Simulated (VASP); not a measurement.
# W in VASP: notebook

The runs below take W through single point, with PBE.

Everything below comes from runs of VASP 6.6.1. Logs are shortened: lines on timing, memory, paths and dates and some standing lists are left out, and cuts for length are marked.

## Step 1: The cell of the first run

The cell holds a slab with vacuum, 4 atoms: a = 3.184 Å, b = 3.184 Å, c = 18.776 Å, α = 90.00°, β = 90.00°, γ = 90.00°.

## Step 2: Single point, PBE

Input file INCAR:

```
PREC = Accurate ; ENCUT = 520
EDIFF = 1E-6 ; ISMEAR = 0
SIGMA = 0.1 ; LREAL = F
LASPH = T ; NELM = 100
ALGO = Fast ; ISIF = 2
LWAVE = F ; LCHARG = F
LDIPOL = T ; IDIPOL = 3
DIPOL = 0.5 0.5 0.499 ; GGA = PE
NBANDS = 36
```

Input file KPOINTS:

```
Automatic mesh
0
Gamma
  9 9 1
```

Input file POSCAR:

```
W
1.0
    3.1836991704      0.0000000000      0.0000000000
    0.0000000000      3.1836991704      0.0000000000
    0.0000000000      0.0000000000     18.7755487556
W
4
Direct
    0.5000000000      0.5000000000      0.3728253214
    0.0000000000      0.0000000000      0.4576084405
    0.5000000000      0.5000000000      0.5459347043
    0.0000000000      0.0000000000      0.6200925292
```

Potentials or basis: VASP PAW PBE potentials, release 64 (W_sv).

Run with:

```sh
cat potpaw_PBE.64/W_sv/POTCAR > POTCAR
mpirun -np 1 vasp_std > vasp.out
```

OUTCAR:

```text
PREC = Accurate
   ENCUT = 520
   EDIFF = 1E-6
   ISMEAR = 0
   LREAL = F
   LASPH = T
   NELM = 100
   ISIF = 2
   GGA = PE

 ion  position               nearest neighbor table
   1  0.500  0.500  0.373-   2 2.76   2 2.76   2 2.76   2 2.76   3 3.25
   2  0.000  0.000  0.458-   1 2.76   1 2.76   1 2.76   1 2.76   3 2.80   3 2.80   3 2.80   3 2.80
                             4 3.05
   3  0.500  0.500  0.546-   4 2.65   4 2.65   4 2.65   4 2.65   2 2.80   2 2.80   2 2.80   2 2.80
                             1 3.25
   4  0.000  0.000  0.620-   3 2.65   3 2.65   3 2.65   3 2.65   2 3.05

  LATTYP: Found a simple tetragonal cell.
 ALAT       =     3.1836991704
 C/A-ratio  =     5.8974003983

  Lattice vectors:

 A1 = (   3.1836991704,   0.0000000000,   0.0000000000)
 A2 = (   0.0000000000,   3.1836991704,   0.0000000000)
 A3 = (   0.0000000000,   0.0000000000,  18.7755487556)

Analysis of symmetry for initial positions (statically):
=====================================================================
 Subroutine PRICEL returns:
 Original cell was already a primitive cell.

 Routine SETGRP: Setting up the symmetry group for a
 simple tetragonal supercell.

 Subroutine GETGRP returns: Found  8 space group operations
 (whereof  8 operations were pure point group operations)
 out of a pool of 16 trial point group operations.

The static configuration has the point symmetry C_4v.

Analysis of symmetry for dynamics (positions and initial velocities):
=====================================================================
 Subroutine PRICEL returns:
 Original cell was already a primitive cell.

 Routine SETGRP: Setting up the symmetry group for a
 simple tetragonal supercell.

 Subroutine GETGRP returns: Found  8 space group operations
 (whereof  8 operations were pure point group operations)
 out of a pool of 16 trial point group operations.

The dynamic configuration has the point symmetry C_4v.

 Subroutine INISYM returns: Found  8 space group operations
 (whereof  8 operations are pure point group operations),
 and found     1 'primitive' translations

----------------------------------------------------------------------------------------

                                     Primitive cell

  volume of cell :     190.3078

  direct lattice vectors                    reciprocal lattice vectors
     3.183699170  0.000000000  0.000000000     0.314100028  0.000000000  0.000000000
     0.000000000  3.183699170  0.000000000     0.000000000  0.314100028  0.000000000
     0.000000000  0.000000000 18.775548756     0.000000000  0.000000000  0.053260760

  length of vectors
     3.183699170  3.183699170 18.775548756     0.314100028  0.314100028  0.053260760

  position of ions in fractional coordinates (direct lattice)
     0.500000000  0.500000000  0.372825321
     0.000000000  0.000000000  0.457608441
     0.500000000  0.500000000  0.545934704
     0.000000000  0.000000000  0.620092529

  ion indices of the primitive-cell ions
   primitive index   ion index
                 1           1
                 2           2
                 3           3
                 4           4

----------------------------------------------------------------------------------------

 KPOINTS: Automatic mesh

Automatic generation of k-mesh.
 Grid dimensions read from file:
 generate k-points for:    9    9    1

 Generating k-lattice:

  Cartesian coordinates                     Fractional coordinates (reciprocal lattice)
     0.034900003  0.000000000  0.000000000     0.111111111  0.000000000  0.000000000
     0.000000000  0.034900003  0.000000000     0.000000000  0.111111111  0.000000000
     0.000000000  0.000000000  0.053260760     0.000000000  0.000000000  1.000000000

  Length of vectors
     0.034900003  0.034900003  0.053260760

  Shift w.r.t. Gamma in fractional coordinates (k-lattice)
     0.000000000  0.000000000  0.000000000

 Subroutine IBZKPT returns following result:
 ===========================================

 Found     15 irreducible k-points:

 Following reciprocal coordinates:
            Coordinates               Weight
  0.000000  0.000000  0.000000      1.000000
  0.111111  0.000000  0.000000      4.000000
  0.222222  0.000000  0.000000      4.000000
  0.333333  0.000000  0.000000      4.000000
  0.444444  0.000000  0.000000      4.000000
  0.111111  0.111111  0.000000      4.000000
  0.222222  0.111111  0.000000      8.000000
  0.333333  0.111111  0.000000      8.000000
  0.444444  0.111111  0.000000      8.000000
  0.222222  0.222222  0.000000      4.000000
  0.333333  0.222222  0.000000      8.000000
  0.444444  0.222222  0.000000      8.000000
  0.333333  0.333333  0.000000      4.000000
  0.444444  0.333333  0.000000      8.000000
  0.444444  0.444444  0.000000      4.000000
   k-points           NKPTS =     15   k-points in BZ     NKDIM =     15   number of bands    NBANDS=     36
   number of dos      NEDOS =    301   number of ions     NIONS =      4
   total plane-waves  NPLWV =  80640
   dimension x,y,z NGX =    24 NGY =   24 NGZ =  140
   dimension x,y,z NGXF=    48 NGYF=   48 NGZF=  280
   ions per type =               4
   NGX,Y,Z   is equivalent  to a cutoff of  12.53, 12.53, 12.40 a.u.
   NGXF,Y,Z  is equivalent  to a cutoff of  25.06, 25.06, 24.79 a.u.
 SYSTEM =  unknown system
   PREC   = accura    normal or accurate (medium, high low for compatibility)
   ISTART =      0    job   : 0-new  1-cont  2-samecut
   ICHARG =      2    charge: 1-file 2-atom 10-const
   ISPIN  =      1    spin polarized calculation?
   LNONCOLLINEAR =      F non collinear calculations
   LSORBIT =      F    spin-orbit coupling
   LASPH  =      T    aspherical Exc in radial PAW
   ENCUT  =  520.0 eV  38.22 Ry    6.18 a.u.   5.92  5.92 34.91*2*pi/ulx,y,z
   NELM   =    100;   NELMIN=  2; NELMDL= -5     # of ELM steps
   EDIFF  = 0.1E-05   stopping-criterion for ELM
   LREAL  =      F    real-space projection
   EDIFFG = 0.1E-04   stopping-criterion for IOM
   NSW    =      0    number of steps for IOM
   IBRION =     -1    ionic relax: 0-MD 1-quasi-New 2-CG
   NFREE  =      0    steps in history (QN), initial steepest desc. (CG)
   ISIF   =      2    stress and relaxation
   ISYM   =      2    0-nonsym 1-usesym 2-fastsym
   POTIM  = 0.5000    time-step for ionic-motion
   TEBEG  =    0.0;   TEEND  =   0.0 temperature during run
   PSTRESS=    0.0 pullay stress
   NELECT =      56.0000    total number of electrons
   NUPDOWN=      -1.0000    fix difference up-down
   EMIN   =  10.00;   EMAX   =-10.00  energy-range for DOS
   EFERMI =   0.00;   METHOD = LEGACY
   ISMEAR =     0;   SIGMA  =   0.10  broadening in eV -4-tet -1-fermi 0-gaus
   EFERMI_NEDOS =   21; number of points for ismear=-14 and -15
   IALGO  =     68    algorithm
   IMIX   =      4    mixing-type and parameters
     AMIX     =   0.40;   BMIX     =  1.00
     AMIX_MAG =   1.60;   BMIX_MAG =  1.00
  volume/ion in A,a.u.               =      47.58       321.07
  Fermi-wavevector in a.u.,A,eV,Ry     =   1.088893  2.057710 16.132269  1.185688
  Thomas-Fermi vector in A             =   2.225085
   LORBIT       =      0    0 simple, 1 ext, 2 COOP (PROOUT), +10 PAW based schemes
   GGA     = PE    functional components
   LHFCALC =     F    Hartree Fock is set to
   AEXX    =    0.0000 exact exchange contribution
   IVDW    =     0    specifies the selected vdW correction
   LEPSILON=     F    determine dielectric tensor
   LRPA    =     F    only Hartree local field effects (RPA)
 non-spin polarized calculation
 RMM-DIIS sequential band-by-band and
 Gauss-broadening in eV      SIGMA  =   0.10
  energy-cutoff  :      520.00
  volume of cell :      190.31
 maximum number of plane-waves:      5168
 NGX is ok and might be reduce to    24
   NGX = 11   NGY = 11   NGZ = 69

 dipolmoment           0.000000      0.000000      0.002619 electrons x Angstroem

 number of electron      55.9999991 magnetization

 dipolmoment           0.000000      0.000000     -0.004431 electrons x Angstroem

 Free energy of the ion-electron system (eV)
  ---------------------------------------------------
  ext. energy  EPLUGINS =         0.00000000
  ---------------------------------------------------
  free energy    TOTEN  =       -46.53319429 eV

  energy without entropy =      -46.49729695  energy(sigma->0) =      -46.51524562

 E-fermi :   1.0872     XC(G=0):  -5.8523

 val. band max:        1.0703686424   @ k =   0.1111   0.0000   0.0000
 cond. band min:       1.0909808809   @ k =   0.1111   0.0000   0.0000
 fundamental gap:      0.0206122385
 Fermi energy:         1.0871954324

 k-point     1 :       0.0000    0.0000    0.0000
  band No.  band energies     occupation
      1     -72.8217      2.00000
      2     -72.7297      2.00000
      3     -72.6752      2.00000
      4     -72.5128      2.00000
      5     -37.2569      2.00000
      6     -37.1825      2.00000
[... 28 lines left out ...]
     35       4.0070      0.00000
     36       4.3596      0.00000

 k-point     2 :       0.1111    0.0000    0.0000
  band No.  band energies     occupation
      1     -72.8168      2.00000
      2     -72.7281      2.00000
      3     -72.6737      2.00000
      4     -72.5173      2.00000
      5     -37.3049      2.00000
      6     -37.2190      2.00000
[... 28 lines left out ...]
     35       3.6787      0.00000
     36       4.0434      0.00000

 k-point     3 :       0.2222    0.0000    0.0000
  band No.  band energies     occupation
      1     -72.8031      2.00000
      2     -72.7267      2.00000
      3     -72.6666      2.00000
      4     -72.5303      2.00000
      5     -37.3991      2.00000
      6     -37.3035      2.00000
[... 28 lines left out ...]
     35       3.5719      0.00000
     36       3.9330      0.00000
[... 391 lines left out ...]
 k-point    14 :       0.4444    0.3333    0.0000
  band No.  band energies     occupation
      1     -72.7530      2.00000
      2     -72.7422      2.00000
      3     -72.6251      2.00000
      4     -72.5648      2.00000
      5     -37.4800      2.00000
      6     -37.4427      2.00000
[... 28 lines left out ...]
     35       4.4796      0.00000
     36       4.5554      0.00000

 k-point    15 :       0.4444    0.4444    0.0000
  band No.  band energies     occupation
      1     -72.7490      2.00000
      2     -72.7426      2.00000
      3     -72.6225      2.00000
      4     -72.5639      2.00000
      5     -37.5158      2.00000
      6     -37.5058      2.00000
[... 28 lines left out ...]
     35       4.4377      0.00000
     36       4.6201      0.00000

------------------------ aborting loop because EDIFF is reached ----------------------------------------

 vacuum level on the upper side and lower side of the slab       (xc-potential included)        -0.248        -0.179

  FORCE on cell =-STRESS in cart. coord.  units (eV):
  Direction    XX          YY          ZZ          XY          YZ          ZX
  --------------------------------------------------------------------------------------
  -------------------------------------------------------------------------------------
  Total       -6.2291253     -6.2291253     -2.9560791      0.0000000      0.0000000      0.0000000
  in kB      -52.4422073    -52.4422073    -24.8868512      0.0000000      0.0000000      0.0000000
  external PRESSURE =     -43.2570886 kB  Pullay stress =       0.0000000 kB

 VOLUME and BASIS-vectors are now :
 -----------------------------------------------------------------------------
  energy-cutoff  :      520.00
  volume of cell :      190.31
      direct lattice vectors                 reciprocal lattice vectors
     3.183699170  0.000000000  0.000000000     0.314100028  0.000000000  0.000000000
     0.000000000  3.183699170  0.000000000     0.000000000  0.314100028  0.000000000
     0.000000000  0.000000000 18.775548756     0.000000000  0.000000000  0.053260760

 POSITION                                       TOTAL-FORCE (eV/Angst)
 -----------------------------------------------------------------------------------
      1.59185      1.59185      7.00000        -0.000000      0.000000      1.912521
      0.00000      0.00000      8.59185         0.000000      0.000000     -1.954080
      1.59185      1.59185     10.25022         0.000000      0.000000     -0.002786
      0.00000      0.00000     11.64258         0.000000      0.000000      0.044345
 -----------------------------------------------------------------------------------
    total drift:                                0.000000     -0.000000      0.000029

  FREE ENERGIE OF THE ION-ELECTRON SYSTEM (eV)
  ---------------------------------------------------
  free  energy   TOTEN  =       -46.5331942934 eV

  energy  without entropy=      -46.4972969495  energy(sigma->0) =      -46.51524562

 vacuum level on the upper side and lower side of the slab         5.000         5.073
```

Run time: 4.6 min. Hardware: 1 thread of AMD EPYC 7R43 (Zen 3), shared host; peak memory 0.27 GiB.

Results:

- Free energy: -46.5332 eV
- Largest force: 1.954 eV/Å
- Band gap on the k mesh: zero (band 28 reaches 2.44 eV, above the bottom of band 29 at 0.79 eV)

Forces on the atoms (eV/Å):
```
W    0.000  0.000  1.913
W    0.000  0.000 -1.954
W    0.000  0.000 -0.003
W    0.000  0.000  0.044
```

Caveat: spin-orbit coupling is left out, which moves the levels of the heavy elements.

## Step 3: Single point, PBE

INCAR: that of step 2 with these lines changed.

```diff
@@ -4,3 +4,3 @@
 LASPH = T ; NELM = 100
-ALGO = Fast ; ISIF = 2
+ALGO = Normal ; ISIF = 2
 LWAVE = F ; LCHARG = F
```

KPOINTS is that of step 2.

Input file POSCAR:

```
W
1.0
    3.1836991705      0.0000000000      0.0000000000
    0.0000000000      3.1836991705      0.0000000000
    0.0000000000      0.0000000000     18.7755487558
W
4
Direct
    0.5000000000      0.5000000000      0.3728253214
    0.0000000000      0.0000000000      0.4576084405
    0.5000000000      0.5000000000      0.5459346839
    0.0000000000      0.0000000000      0.6200925061
```

Potentials or basis: VASP PAW PBE potentials, release 64 (W_sv).

Run with:

```sh
cat potpaw_PBE.64/W_sv/POTCAR > POTCAR
mpirun -np 1 vasp_std > vasp.out
```

OUTCAR:

```text
PREC = Accurate
   ENCUT = 520
   EDIFF = 1E-6
   ISMEAR = 0
   LREAL = F
   LASPH = T
   NELM = 100
   ISIF = 2
   GGA = PE

 ion  position               nearest neighbor table
   1  0.500  0.500  0.373-   2 2.76   2 2.76   2 2.76   2 2.76   3 3.25
   2  0.000  0.000  0.458-   1 2.76   1 2.76   1 2.76   1 2.76   3 2.80   3 2.80   3 2.80   3 2.80
                             4 3.05
   3  0.500  0.500  0.546-   4 2.65   4 2.65   4 2.65   4 2.65   2 2.80   2 2.80   2 2.80   2 2.80
                             1 3.25
   4  0.000  0.000  0.620-   3 2.65   3 2.65   3 2.65   3 2.65   2 3.05

  LATTYP: Found a simple tetragonal cell.
 ALAT       =     3.1836991705
 C/A-ratio  =     5.8974003982
[... 779 lines left out ...]
  -------------------------------------------------------------------------------------
  Total       -6.2299172     -6.2299172     -2.9579507      0.0000000      0.0000000      0.0000000
  in kB      -52.4488737    -52.4488737    -24.9026080      0.0000000      0.0000000      0.0000000
  external PRESSURE =     -43.2667851 kB  Pullay stress =       0.0000000 kB

 VOLUME and BASIS-vectors are now :
 -----------------------------------------------------------------------------
  energy-cutoff  :      520.00
  volume of cell :      190.31
      direct lattice vectors                 reciprocal lattice vectors
     3.183699171  0.000000000  0.000000000     0.314100028  0.000000000  0.000000000
     0.000000000  3.183699171  0.000000000     0.000000000  0.314100028  0.000000000
     0.000000000  0.000000000 18.775548756     0.000000000  0.000000000  0.053260760

 POSITION                                       TOTAL-FORCE (eV/Angst)
 -----------------------------------------------------------------------------------
      1.59185      1.59185      7.00000         0.000000      0.000000      1.912431
      0.00000      0.00000      8.59185        -0.000000      0.000000     -1.954316
      1.59185      1.59185     10.25022         0.000000     -0.000000     -0.002570
      0.00000      0.00000     11.64258         0.000000      0.000000      0.044455
 -----------------------------------------------------------------------------------
    total drift:                                0.000000     -0.000000      0.000096

  FREE ENERGIE OF THE ION-ELECTRON SYSTEM (eV)
  ---------------------------------------------------
  free  energy   TOTEN  =       -46.5331939557 eV

  energy  without entropy=      -46.4972965432  energy(sigma->0) =      -46.51524525

 vacuum level on the upper side and lower side of the slab         4.960         5.049
```

OSZICAR:

```text
N       E                     dE             d eps       ncg     rms          rms(c)
DAV:   1     0.657168551920E+03    0.65717E+03   -0.35313E+04  1312   0.148E+03
DAV:   2    -0.243552601454E+02   -0.68152E+03   -0.67023E+03  1244   0.461E+02
DAV:   3    -0.498927773671E+02   -0.25538E+02   -0.24706E+02  1348   0.922E+01
[... 23 lines left out ...]
DAV:  27    -0.465331832164E+02   -0.26753E-04   -0.50297E-06  1056   0.172E-02    0.261E-02
DAV:  28    -0.465331875369E+02   -0.43205E-05   -0.54010E-06  1120   0.195E-02    0.781E-03
DAV:  29    -0.465331915887E+02   -0.40518E-05   -0.11936E-06   744   0.763E-03    0.136E-03
DAV:  30    -0.465331933379E+02   -0.17492E-05   -0.35374E-07   720   0.355E-03    0.326E-03
DAV:  31    -0.465331939557E+02   -0.61779E-06   -0.10789E-07   652   0.227E-03
   1 F= -.46533194E+02 E0= -.46515245E+02  d E =-.358974E-01
```

stdout:

```text
POSCAR found type information on POSCAR W
 POSCAR found :  1 types and       4 ions
 scaLAPACK will be used
 LDA part: xc-table for (Slater+PW92), standard interpolation
 POSCAR, INCAR and KPOINTS ok, starting setup
 FFT: planning ... GRIDC
 FFT: planning ... GRID_SOFT
 FFT: planning ... GRID
 WAVECAR not read
 entering main loop
```

Run time: 2.2 min. Hardware: 1 thread of Intel Xeon Platinum 8124M at 3.00GHz (Skylake/Cascade Lake), shared host; peak memory 0.3 GiB.

Results:

```
Free energy            : -46.5332 eV
Largest force          : 1.954 eV/Å
Band gap on the k mesh : zero (band 28 reaches 2.44 eV, above the bottom of band 29 at 0.79 eV)
```

Forces on the atoms (eV/Å):
```
W    0.000  0.000  1.912
W    0.000  0.000 -1.954
W    0.000  0.000 -0.003
W    0.000  0.000  0.044
```

Caveat: spin-orbit coupling is left out, which moves the levels of the heavy elements.
